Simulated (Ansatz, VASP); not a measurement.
# La: VASP beside Ansatz

Contents of INCAR:

```
  ALGO = Normal
  EDIFF = 1E-7
  ENCUT = 520
  GGA = PE
  ISIF = 2
  ISMEAR = -5
  LASPH = True
  LCHARG = False
  LREAL = False
  LWAVE = False
  NBANDS = 18
  NELM = 60
  PREC = Accurate
  SIGMA = 0.1
```

KPOINTS

```
k-points
0
Gamma
  11 11 6
```

POSCAR

```
La
1.0
    3.7500020507      0.0000000000      0.0000000000
   -1.8750010253      3.2475970401      0.0000000000
    0.0000000000      0.0000000000      6.0700000000
La
2
Direct
    0.3333333333      0.6666666667      0.2500000000
    0.6666666667      0.3333333333      0.7500000000
```

Input for Ansatz:

```yaml
crystal:
  lattice:
    - [3.7500020507, 0.0, 0.0]
    - [-1.8750010253, 3.2475970401, 0.0]
    - [0.0, 0.0, 6.07]
  atoms:
    - { symbol: La, position: [0.3333333333, 0.6666666667, 0.25] }
    - { symbol: La, position: [0.6666666667, 0.3333333333, 0.75] }
kpoints:
  mp_grid: { grid: [11, 11, 6] }
scf:
  occupations: { method: tetrahedron }
hamiltonian:
  xc: pbe
  pseudopotentials: { kind: all_electron, lapw: { basis_error: 0.00025 } }
output:
  forces: true
  stress: true
  eigenvalues: true
```

Alike in both runs: task single point; functional PBE; k mesh 11 × 11 × 6; occupations tetrahedron; no spin polarisation.

```csv
,VASP,Ansatz
version,VASP 6.6.1,Ansatz 0.2.0
potentials or method,"VASP PAW PBE potentials, release 64 (La), cutoff 520 eV","all-electron LAPW, scalar-relativistic"
```

```tsv
	VASP	Ansatz	Ansatz less VASP
pressure (GPa)	0.4	0.4	-0.03
traceless stress, the component that is largest in VASP (GPa)	-0.06	-0.09	-0.027
```

Ansatz ran all-electron here, and VASP with PAW potentials. Ansatz's warnings: band table not solved further, tetrahedron derivatives may miss energy slope.

Neither program's run includes spin-orbit coupling.
